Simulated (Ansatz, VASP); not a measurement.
# MoS2: VASP beside Ansatz

INCAR

```
PREC = Accurate
ENCUT = 520
EDIFF = 1E-6
ISMEAR = -1
SIGMA = 0.05
LREAL = F
LASPH = T
NELM = 100
ALGO = Normal
ISIF = 2
LWAVE = F
LCHARG = F
GGA = PS
NBANDS = 20
```

Contents of KPOINTS:

```
Automatic mesh
0
Gamma
  10 10 10
```

The input POSCAR:

```
MoS2
1.0
    1.5960003060      0.9214512063      6.1554945136
   -1.5960003060      0.9214512063      6.1554945136
    0.0000000000     -1.8429024126      6.1554945136
Mo S
1 2
Direct
    0.0000000000      0.0000000000      0.0000000000
    0.2500000000      0.2500000000      0.2500000000
    0.7500000000      0.7500000000      0.7500000000
```

input.yaml

```yaml
crystal:
  lattice:
    - [1.596000306, 0.9214512063, 6.1554945136]
    - [-1.596000306, 0.9214512063, 6.1554945136]
    - [0.0, -1.8429024126, 6.1554945136]
  atoms:
    - { symbol: Mo, position: [0.0, 0.0, 0.0] }
    - { symbol: S, position: [0.25, 0.25, 0.25] }
    - { symbol: S, position: [0.75, 0.75, 0.75] }
hamiltonian:
  xc: pbesol
  pseudopotentials: { kind: paw }
kpoints:
  mp_grid: { grid: [10, 10, 10] }
scf:
  occupations: { method: fermi_dirac, width: 0.05 }
output:
  forces: true
  stress: true
  eigenvalues: true
  write_density: true
  write_potential: true
  elf: true
  volumetric_format: npy
```

Alike in both runs: task single point; functional PBEsol; k mesh 10 × 10 × 10; occupations fermi-dirac, width 0.05 eV; no spin polarisation.

```csv
,VASP,Ansatz
version,VASP 6.6.1,Ansatz 0.2.0
potentials or method,"VASP PAW PBE potentials, release 64 (Mo_sv, S)",Ansatz PAW
plane-wave cutoff (eV),520,420
valence electrons in the cell,26,26
```

Ansatz gave:

| Item | Value |
| --- | --- |
| gap on the k mesh at the Fermi level (eV) | none |
| pressure (GPa) | -0.1 |
| traceless stress, the component that is largest in VASP (GPa) | 3.11 |
| rms of the force components (eV/Å) | 0.195 |

Problem. Which values does VASP return?

Solution. gap on the k mesh at the Fermi level (eV): none; pressure (GPa): -0.1; traceless stress, the component that is largest in VASP (GPa): 3.13; rms of the force components (eV/Å): 0.197.

VASP's potentials were made for PBE, not for PBEsol. Atom by atom the forces differ by 0.002 eV/Å (rms over components). A gap of «none» marks a metal or a gap that the smearing closes. With one functional, cell and mesh, what is left measures potentials, basis and numerics.
